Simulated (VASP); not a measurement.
Runs of VASP 6.6.1 on GeSb3Te. The structure is that of space group P4mm (No. 99), or close to it. The cells are those of the table. 

```csv
task,cell,k mesh,cutoff (eV),gap on the mesh (eV),pressure (GPa),largest force (eV/Å)
single point,"a = 4.767, b = 4.767, c = 6.032 Å, 5 atoms",4 × 4 × 4,520,none,5.7,2.22
single point,"a = 4.297, b = 4.297, c = 8.006 Å, 5 atoms",4 × 4 × 4,520,none,0.0,0.02
single point,"a = 4.333, b = 4.333, c = 7.894 Å, 5 atoms",10 × 10 × 6,520,none,0.0,(a)
relaxation of cell and atoms,"relaxed from a = 4.767, b = 4.767, c = 6.032 Å, 5 atoms",4 × 4 × 4,600,none,0.0,0.02
```

Alike in all rows: level PBE; potentials or basis VASP PAW PBE potentials, release 64 (Ge_d, Sb, Te); no spin polarisation; smearing gaussian 0.1 eV.

Q: Estimate the missing entries.

A: (a) 0.01.

Caveats: some runs use coarse meshes; spin-orbit coupling is left out, which moves the levels of the heavy elements; this functional lacks dispersion, which binds the layers, so the pressure and a relaxed spacing across them are unreliable (some runs); forces of over 1 eV/Å act on the atoms, so gaps and moduli don't describe the material at rest (some runs).

A k mesh can miss the band edges, and the runs leave out spin-orbit coupling on Ge, Sb, Te.

A gap of «none» marks levels without a gap at the run's occupations.
